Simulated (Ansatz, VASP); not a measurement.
**One calculation of BaB, two programs**

```
CELL_PARAMETERS angstrom
0.00000 3.08279 3.08279
3.08279 0.00000 3.08279
3.08279 3.08279 0.00000
ATOMIC_POSITIONS crystal
Ba 0.50000 0.50000 0.50000
B 0.00000 0.00000 0.00000
```

Alike in both runs: task single point; functional PBE; k mesh 10 × 10 × 10; occupations gaussian, width 0.05 eV; no spin polarisation.

|  | VASP | Ansatz |
| --- | --- | --- |
| version | VASP 6.6.1 | Ansatz 0.2.0 |
| potentials or method | VASP PAW PBE potentials, release 64 (Ba_sv, B), cutoff 520 eV | scalar-relativistic, plane waves, PAW |
| valence electrons in the cell | 13 | 13 |

```tsv
	VASP	Ansatz	Ansatz less VASP
gap on the k mesh at the Fermi level (eV)	none	none	-
pressure (GPa)	0.5	0.0	-0.52
```

A gap of «none» marks a metal or a gap that the smearing closes. With one functional, cell and mesh, what is left measures potentials, basis and numerics.

Neither program's run includes spin-orbit coupling.
